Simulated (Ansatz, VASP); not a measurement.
# Ti in VASP and in Ansatz

```
Ti
1.0
     0.00000    2.00066    2.00066
     2.00066    0.00000    2.00066
     2.00066    2.00066    0.00000
Ti
1
Cartesian
  0.0000 0.0000 0.0000
```

Alike in both runs: functional LDA; k mesh 18 × 18 × 18; occupations gaussian, width 0.1 eV; no spin polarisation.

Ansatz relaxed the structure, and its values are those at the end. VASP's run is a single point on that final structure, the one shown.

```csv
,VASP,Ansatz
version,VASP 6.6.1,Ansatz 0.2.0
potentials or method,"VASP PAW LDA potentials, release 64 (Ti_sv), cutoff 520 eV","scalar-relativistic, plane waves, PAW"
valence electrons in the cell,12,12
```

VASP gave:

| Quantity | Value |
| --- | --- |
| gap on the k mesh at the Fermi level (eV) | none |
| pressure (GPa) | -0.2 |

Task: What did Ansatz give for the same quantities?

Result: gap on the k mesh at the Fermi level (eV): none; pressure (GPa): 0.0.

LDA's correlation is that of Perdew and Zunger in VASP and of Perdew and Wang (1992) in Ansatz. A gap of «none» marks a metal or a gap that the smearing closes.
